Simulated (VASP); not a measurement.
# MgO (P1) in VASP: further runs

The runs below take MgO through single point, with PBEsol.

Program: VASP 6.6.1. These are calculated values, not measurements. Logs are shortened: lines on timing, memory, paths and dates and some standing lists are left out, and cuts for length are marked.

## 1. The cell of the first run

The typed cell holds 8 atoms: a = 3.255 Å, b = 3.255 Å, c = 10.415 Å, α = 90.00°, β = 90.00°, γ = 120.00°.

## 2. Single point, PBEsol (atom 6 (O) moved by -0.650 Å along [1 0 0] and -0.260 Å along [0 0 1])

File INCAR:

```
PREC = Accurate ; ENCUT = 520
EDIFF = 1E-6 ; ISMEAR = 0
SIGMA = 0.05 ; LREAL = F
LASPH = T ; NELM = 100
ALGO = Normal ; ISIF = 2
LWAVE = F ; LCHARG = F
GGA = PS ; NBANDS = 26
```

File KPOINTS:

```
regular mesh
0
Gamma
  9 9 4
```

File POSCAR:

```
MgO
1.0
    3.2553371795      0.0000000000      0.0000000000
   -1.6276685897      2.8192046953      0.0000000000
    0.0000000000      0.0000000000     10.4149514991
Mg O
4 4
Direct
    0.3333333333      0.6666666667      0.9695963559
    0.0000000000      0.0000000000      0.2209473890
    0.0000000000      0.0000000000      0.7209473890
    0.6666666667      0.3333333333      0.4695963559
    0.3333333333      0.6666666667      0.7799156657
   -0.1996720967      0.0000000000      0.5045746589
    0.0000000000      0.0000000000      0.0295387694
    0.6666666667      0.3333333333      0.2799156657
```

Potentials or basis: VASP PAW PBE potentials, release 64 (Mg, O).

Command:

```sh
$ cat potpaw_PBE.64/Mg/POTCAR potpaw_PBE.64/O/POTCAR > POTCAR
$ mpirun -np 1 vasp_std > vasp.out
```

OUTCAR:

```text
PREC = Accurate
   ENCUT = 520
   EDIFF = 1E-6
   ISMEAR = 0
   LREAL = F
   LASPH = T
   NELM = 100
   ISIF = 2
   GGA = PS

 ion  position               nearest neighbor table
   1  0.333  0.667  0.970-   5 1.98   7 1.98   7 1.98   7 1.98   3 3.20   3 3.20   3 3.20   2 3.22
                             2 3.22   2 3.22
   2  0.000  0.000  0.221-   8 1.98   8 1.98   8 1.98   7 1.99   4 3.20   4 3.20   4 3.20   1 3.22
                             1 3.22   1 3.22
   3  0.000  0.000  0.721-   5 1.98   5 1.98   5 1.98   6 2.35   1 3.20   1 3.20   1 3.20   4 3.22
                             4 3.22   4 3.22
   4  0.667  0.333  0.470-   6 1.40   8 1.98   6 2.02   6 2.49   2 3.20   2 3.20   2 3.20   3 3.22
                             3 3.22   3 3.22
   5  0.333  0.667  0.780-   1 1.98   3 1.98   3 1.98   3 1.98
   6  0.800  0.000  0.505-   4 1.40   4 2.02   3 2.35   4 2.49
   7  0.000  0.000  0.030-   1 1.98   1 1.98   1 1.98   2 1.99
   8  0.667  0.333  0.280-   4 1.98   2 1.98   2 1.98   2 1.98

 -----------------------------------------------------------------------------
|                                                                             |
|           W    W    AA    RRRRR   N    N  II  N    N   GGGG   !!!           |
|           W    W   A  A   R    R  NN   N  II  NN   N  G    G  !!!           |
|           W    W  A    A  R    R  N N  N  II  N N  N  G       !!!           |
|           W WW W  AAAAAA  RRRRR   N  N N  II  N  N N  G  GGG   !            |
|           WW  WW  A    A  R   R   N   NN  II  N   NN  G    G                |
|           W    W  A    A  R    R  N    N  II  N    N   GGGG   !!!           |
|                                                                             |
|     The distance between some ions is very small. Please check the          |
|     nearest-neighbor list in the OUTCAR file.                               |
|     I HOPE YOU KNOW WHAT YOU ARE DOING!                                     |
|                                                                             |
 -----------------------------------------------------------------------------

  LATTYP: Found a hexagonal cell.
 ALAT       =     3.2553371795
 C/A-ratio  =     3.1993464655

  Lattice vectors:

 A1 = (   3.2553371795,   0.0000000000,   0.0000000000)
 A2 = (  -1.6276685897,   2.8192046953,   0.0000000000)
 A3 = (   0.0000000000,   0.0000000000,  10.4149514991)

Analysis of symmetry for initial positions (statically):
=====================================================================
 Subroutine PRICEL returns:
 Original cell was already a primitive cell.

 Routine SETGRP: Setting up the symmetry group for a
 hexagonal supercell.

 Subroutine GETGRP returns: Found  1 space group operations
 (whereof  1 operations were pure point group operations)
 out of a pool of 24 trial point group operations.

The static configuration has the point symmetry C_1 .

Analysis of symmetry for dynamics (positions and initial velocities):
=====================================================================
 Subroutine PRICEL returns:
 Original cell was already a primitive cell.

 Routine SETGRP: Setting up the symmetry group for a
 hexagonal supercell.

 Subroutine GETGRP returns: Found  1 space group operations
 (whereof  1 operations were pure point group operations)
 out of a pool of 24 trial point group operations.

The dynamic configuration has the point symmetry C_1 .

 Subroutine INISYM returns: Found  1 space group operations
 (whereof  1 operations are pure point group operations),
 and found     1 'primitive' translations

----------------------------------------------------------------------------------------

                                     Primitive cell

  volume of cell :      95.5828

  direct lattice vectors                    reciprocal lattice vectors
     3.255337180  0.000000000  0.000000000     0.307187841  0.177354983  0.000000000
    -1.627668590  2.819204695  0.000000000     0.000000000  0.354709965  0.000000000
     0.000000000  0.000000000 10.414951499     0.000000000  0.000000000  0.096015810

  length of vectors
     3.255337180  3.255337179 10.414951499     0.354709965  0.354709965  0.096015810

  position of ions in fractional coordinates (direct lattice)
     0.333333333  0.666666667  0.969596356
     0.000000000  0.000000000  0.220947389
     0.000000000  0.000000000  0.720947389
     0.666666667  0.333333333  0.469596356
     0.333333333  0.666666667  0.779915666
     0.800327903  0.000000000  0.504574659
     0.000000000  0.000000000  0.029538769
     0.666666667  0.333333333  0.279915666

  ion indices of the primitive-cell ions
   primitive index   ion index
                 1           1
                 2           2
                 3           3
                 4           4
                 5           5
                 6           6
                 7           7
                 8           8

----------------------------------------------------------------------------------------

 KPOINTS: regular mesh

Automatic generation of k-mesh.
 Grid dimensions read from file:
 generate k-points for:    9    9    4

 Generating k-lattice:

  Cartesian coordinates                     Fractional coordinates (reciprocal lattice)
     0.034131982  0.019706109  0.000000000     0.111111111  0.000000000  0.000000000
     0.000000000  0.039412218  0.000000000     0.000000000  0.111111111  0.000000000
     0.000000000  0.000000000  0.024003952     0.000000000  0.000000000  0.250000000

  Length of vectors
     0.039412218  0.039412218  0.024003952

  Shift w.r.t. Gamma in fractional coordinates (k-lattice)
     0.000000000  0.000000000  0.000000000

 Subroutine IBZKPT returns following result:
 ===========================================

 Found    163 irreducible k-points:

 Following reciprocal coordinates:
            Coordinates               Weight
  0.000000  0.000000  0.000000      1.000000
  0.111111  0.000000  0.000000      2.000000
  0.000000  0.111111  0.000000      2.000000
 -0.111111  0.111111  0.000000      2.000000
  0.222222 -0.000000  0.000000      2.000000
  0.000000  0.222222  0.000000      2.000000
[... 16 lines left out ...]
  0.333333  0.111111  0.000000      2.000000
 -0.111111  0.444444  0.000000      2.000000
 [... further k-points ...]
   k-points           NKPTS =    163   k-points in BZ     NKDIM =    163   number of bands    NBANDS=     26
   number of dos      NEDOS =    301   number of ions     NIONS =      8
   total plane-waves  NPLWV =  46080
   dimension x,y,z NGX =    24 NGY =   24 NGZ =   80
   dimension x,y,z NGXF=    48 NGYF=   48 NGZF=  160
   ions per type =               4   4
   NGX,Y,Z   is equivalent  to a cutoff of  12.26, 12.26, 12.77 a.u.
   NGXF,Y,Z  is equivalent  to a cutoff of  24.51, 24.51, 25.54 a.u.
 SYSTEM =  unknown system
   PREC   = accura    normal or accurate (medium, high low for compatibility)
   ISTART =      0    job   : 0-new  1-cont  2-samecut
   ICHARG =      2    charge: 1-file 2-atom 10-const
   ISPIN  =      1    spin polarized calculation?
   LNONCOLLINEAR =      F non collinear calculations
   LSORBIT =      F    spin-orbit coupling
   LASPH  =      T    aspherical Exc in radial PAW
   ENCUT  =  520.0 eV  38.22 Ry    6.18 a.u.   6.05  6.05 19.36*2*pi/ulx,y,z
   NELM   =    100;   NELMIN=  2; NELMDL= -5     # of ELM steps
   EDIFF  = 0.1E-05   stopping-criterion for ELM
   LREAL  =      F    real-space projection
   EDIFFG = 0.1E-04   stopping-criterion for IOM
   NSW    =      0    number of steps for IOM
   IBRION =     -1    ionic relax: 0-MD 1-quasi-New 2-CG
   NFREE  =      0    steps in history (QN), initial steepest desc. (CG)
   ISIF   =      2    stress and relaxation
   ISYM   =      2    0-nonsym 1-usesym 2-fastsym
   POTIM  = 0.5000    time-step for ionic-motion
   TEBEG  =    0.0;   TEEND  =   0.0 temperature during run
   PSTRESS=    0.0 pullay stress
   NELECT =      32.0000    total number of electrons
   NUPDOWN=      -1.0000    fix difference up-down
   EMIN   =  10.00;   EMAX   =-10.00  energy-range for DOS
   EFERMI =   0.00;   METHOD = LEGACY
   ISMEAR =     0;   SIGMA  =   0.05  broadening in eV -4-tet -1-fermi 0-gaus
   EFERMI_NEDOS =   21; number of points for ismear=-14 and -15
   IALGO  =     38    algorithm
   IMIX   =      4    mixing-type and parameters
     AMIX     =   0.40;   BMIX     =  1.00
     AMIX_MAG =   1.60;   BMIX_MAG =  1.00
  volume/ion in A,a.u.               =      11.95        80.63
  Fermi-wavevector in a.u.,A,eV,Ry     =   1.136750  2.148146 17.581449  1.292200
  Thomas-Fermi vector in A             =   2.273455
   LORBIT       =      0    0 simple, 1 ext, 2 COOP (PROOUT), +10 PAW based schemes
   GGA     = PS    functional components
   LHFCALC =     F    Hartree Fock is set to
   AEXX    =    0.0000 exact exchange contribution
   IVDW    =     0    specifies the selected vdW correction
   LEPSILON=     F    determine dielectric tensor
   LRPA    =     F    only Hartree local field effects (RPA)
 non-spin polarized calculation
 Gauss-broadening in eV      SIGMA  =   0.05
  energy-cutoff  :      520.00
  volume of cell :       95.58
 maximum number of plane-waves:      2616
   NGX = 13   NGY = 13   NGZ = 39

 number of electron      32.0000015 magnetization

 Free energy of the ion-electron system (eV)
  ---------------------------------------------------
  ext. energy  EPLUGINS =         0.00000000
  ---------------------------------------------------
  free energy    TOTEN  =       -43.96949601 eV

  energy without entropy =      -43.96949601  energy(sigma->0) =      -43.96949601

 E-fermi :   1.5094     XC(G=0):  -9.9055

 val. band max:        1.2590302725   @ k =   0.0000   0.0000   0.0000
 cond. band min:       3.8766612244   @ k =   0.0000   0.0000   0.0000
 fundamental gap:      2.6176309519
 Fermi energy:         1.5093637271

 k-point     1 :       0.0000    0.0000    0.0000
  band No.  band energies     occupation
      1     -15.5932      2.00000
      2     -14.8375      2.00000
      3     -14.7575      2.00000
      4     -13.9769      2.00000
      5      -2.6212      2.00000
      6      -1.2154      2.00000
[... 685 lines left out ...]
     25      12.5206      0.00000
     26      13.1291      0.00000

 [... further k-points ...]

------------------------ aborting loop because EDIFF is reached ----------------------------------------

  FORCE on cell =-STRESS in cart. coord.  units (eV):
  Direction    XX          YY          ZZ          XY          YZ          ZX
  --------------------------------------------------------------------------------------
  -------------------------------------------------------------------------------------
  Total       14.3869235     14.4554281      1.4411328    -15.8391062     -6.5123914      5.9044765
  in kB      241.1563363    242.3046224     24.1565407   -265.4980976   -109.1619370     98.9719528
  external PRESSURE =     169.2058331 kB  Pullay stress =       0.0000000 kB

 VOLUME and BASIS-vectors are now :
 -----------------------------------------------------------------------------
  energy-cutoff  :      520.00
  volume of cell :       95.58
      direct lattice vectors                 reciprocal lattice vectors
     3.255337180  0.000000000  0.000000000     0.307187841  0.177354983  0.000000000
    -1.627668590  2.819204695  0.000000000     0.000000000  0.354709965  0.000000000
     0.000000000  0.000000000 10.414951499     0.000000000  0.000000000  0.096015810

 POSITION                                       TOTAL-FORCE (eV/Angst)
 -----------------------------------------------------------------------------------
     -0.00000      1.87947     10.09830        -0.002286     -0.003676      0.501502
      0.00000      0.00000      2.30116        -0.071221     -0.000986      0.464074
      0.00000      0.00000      7.50863        -0.425945     -0.009471     -0.544641
      1.62767      0.93973      4.89082       -17.527523     16.303816     -7.464627
     -0.00000      1.87947      8.12278        -0.069571     -0.073942     -0.436982
      2.60534      0.00000      5.25512        18.305185    -16.349222      8.611483
      0.00000      0.00000      0.30764         0.001770      0.000345     -0.503809
      1.62767      0.93973      2.91531        -0.210409      0.133136     -0.626999
 -----------------------------------------------------------------------------------
    total drift:                                0.000021      0.000502     -0.000942

  FREE ENERGIE OF THE ION-ELECTRON SYSTEM (eV)
  ---------------------------------------------------
  free  energy   TOTEN  =       -43.9694960067 eV

  energy  without entropy=      -43.9694960067  energy(sigma->0) =      -43.96949601
```

Wall time 2.2 min (1 thread of Intel Xeon 6975P-C (Granite Rapids), shared host); peak memory 0.44 GiB.

What came out:

```
Free energy            : -43.9695 eV
Pressure               : 16.9 GPa
Largest force          : 26.010 eV/Å
Band gap on the k mesh : 2.62 eV
```

Forces in eV/Å, atoms in the order of the input:
```
Mg   -0.002  -0.004   0.502
Mg   -0.071  -0.001   0.464
Mg   -0.426  -0.009  -0.545
Mg  -17.528  16.304  -7.465
O    -0.070  -0.074  -0.437
O    18.305 -16.349   8.611
O     0.002   0.000  -0.504
O    -0.210   0.133  -0.627
```

Caveat: the cell differs from its parent crystal (atom 6 (O) moved by -0.650 Å along [1 0 0] and -0.260 Å along [0 0 1]); atoms lie so close that the PAW spheres overlap strongly, which falsifies energies and pressures; the stress differs along the axes, from 2 to 24 GPa; the PAW data sets were made with another functional, which shifts forces and pressure a little. A k mesh can miss the band edges.

## 3. Single point, PBEsol (atom 6 (O) moved by -0.520 Å along [1 0 0] and +0.130 Å along [0 0 1])

File INCAR:

```
ALGO     = Normal         # electronic algorithm
EDIFF    = 1E-7           # SCF threshold, eV
ENCUT    = 520            # plane-wave cutoff, eV
GGA      = PS             # functional
ISIF     = 2              # what is computed and relaxed
ISMEAR   = 0              # smearing method
LASPH    = True           # aspherical terms in the spheres
LCHARG   = False          # write CHGCAR
LREAL    = False          # projectors in reciprocal space
LWAVE    = False          # write WAVECAR
NBANDS   = 26             # bands
NELM     = 80             # most SCF steps
PREC     = Accurate       # precision mode
SIGMA    = 0.05           # smearing width, eV
```

File KPOINTS:

```
k-points
0
Gamma
  9 9 4
```

Changes to POSCAR since step 2:

```diff
@@ -13,3 +13,3 @@
     0.3333333333      0.6666666667      0.7799156657
-   -0.1996720967      0.0000000000      0.5045746589
+   -0.1597376773      0.0000000000      0.5420208246
     0.0000000000      0.0000000000      0.0295387694
```

Potentials or basis: VASP PAW PBE potentials, release 64 (Mg, O).

Command:

```sh
$ cat potpaw_PBE.64/Mg/POTCAR potpaw_PBE.64/O/POTCAR > POTCAR
$ mpirun -np 1 vasp_std > vasp.out
```

Run time: 2.7 min. Hardware: 1 thread of Intel Xeon 6975P-C (Granite Rapids), shared host; peak memory 0.43 GiB.

The run converged. Its results:

- Free energy: -47.6231 eV
- Pressure: 4.9 GPa
- Largest force: 7.016 eV/Å
- Band gap on the k mesh: 2.87 eV

Forces on the atoms (eV/Å):
```
Mg  -0.004 -0.003 -0.284
Mg  -0.035  0.000 -0.324
Mg  -0.120 -0.002  0.403
Mg  -5.189  4.094 -2.202
O   -0.119 -0.093  0.384
O    5.548 -4.035  1.469
O    0.001 -0.001  0.298
O   -0.083  0.041  0.257
```

Stress tensor (GPa, compression positive):
```
 5.70 -6.26  6.23
-6.26  4.20 -5.80
 6.23 -5.80  4.82
```

Levels at points of the mesh, in eV from the valence-band top:
| k point | band 13 | band 14 | band 15 | band 16 | band 17 | band 18 | band 19 | band 20 |
| --- | --- | --- | --- | --- | --- | --- | --- | --- |
| (0.00, 0.00, 0.00) | -0.43 | -0.32 | -0.25 | 0.00 | 2.87 | 5.22 | 5.43 | 7.99 |
| (0.00, 0.00, 0.50) | -0.65 | -0.35 | -0.25 | -0.03 | 3.47 | 4.04 | 6.86 | 6.89 |

Caveat: the cell differs from its parent crystal (atom 6 (O) moved by -0.520 Å along [1 0 0] and +0.130 Å along [0 0 1]); the cell stands under pressure; the PAW data sets were made with another functional, which shifts forces and pressure a little.
